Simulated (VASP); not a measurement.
Write the native input for VASP 6.6.1 that does the following.

```
Task                   : single point
Functional             : r2SCAN
Potentials or basis    : VASP PAW PBE potentials, release 64 (Ti_sv, Al)
Cutoff                 : 520 eV
k mesh                 : 16 × 10 × 10
Occupations            : gaussian, width 0.1 eV
Spin                   : no spin polarisation
Dipole correction      : no
Further INCAR settings : ALGO = Normal; EDIFF = 1e-06; NBANDS = 18
```

The system is TiAl3.

```
Ti Al
1.0
     2.83968    0.00000    0.00000
     0.00000    4.68126    0.00000
     0.00000    0.00000    4.90074
Ti Al
1 3
Direct
  0.00000 0.50000 0.16592
  0.50000 0.50000 0.66727
  0.50000 0.00000 0.33091
  0.00000 0.00000 0.83590
```

The input as run:

POSCAR

```
TiAl3
1.0
    2.8396770000      0.0000000000      0.0000000000
    0.0000000000      4.6812640000      0.0000000000
    0.0000000000      0.0000000000      4.9007420000
Ti Al
1 3
Direct
    0.0000000000      0.5000000000      0.1659160000
    0.5000000000      0.5000000000      0.6672710000
    0.5000000000      0.0000000000      0.3309120000
    0.0000000000      0.0000000000      0.8359000000
```

INCAR.step1

```
  PREC = Accurate
  ENCUT = 520
  ISMEAR = 0
  SIGMA = 0.1
  LREAL = F
  LASPH = T
  NELM = 80
  NBANDS = 18
  GGA = PE
  ALGO = Normal
  EDIFF = 1E-4
  LWAVE = T
  LCHARG = F
```

INCAR.step2

```
  PREC = Accurate
  ENCUT = 520
  EDIFF = 1E-6
  ISMEAR = 0
  SIGMA = 0.1
  LREAL = F
  LASPH = T
  NELM = 80
  ALGO = Normal
  ISIF = 2
  LWAVE = F
  LCHARG = T
  METAGGA = R2SCAN
  LMIXTAU = T
  LELF = T
  LVHAR = T
  NBANDS = 18
  ISTART = 1
```

KPOINTS

```
Automatic mesh
0
Gamma
  16 10 10
```

Potentials or basis: VASP PAW PBE potentials, release 64 (Ti_sv, Al).

Command:

```console
$ cat potpaw_PBE.64/Ti_sv/POTCAR potpaw_PBE.64/Al/POTCAR > POTCAR
$ cp INCAR.step1 INCAR
$ mpirun -np 1 vasp_std > vasp.out
$ cp INCAR.step2 INCAR
$ mpirun -np 1 vasp_std > vasp.out
```

Results of the run:

```
Pressure               : -2.2 GPa
Largest force          : 0.056 eV/Å
Band gap on the k mesh : zero (an odd number of electrons rules out a gap without spin polarisation)
```

Caveat: the PAW data sets were made with another functional, which shifts forces and pressure a little.

Wall time 6.5 min on 1 thread of Intel(R) Xeon(R) 6975P-C (Granite Rapids), with other jobs on the host, peak memory 0.45 GiB.
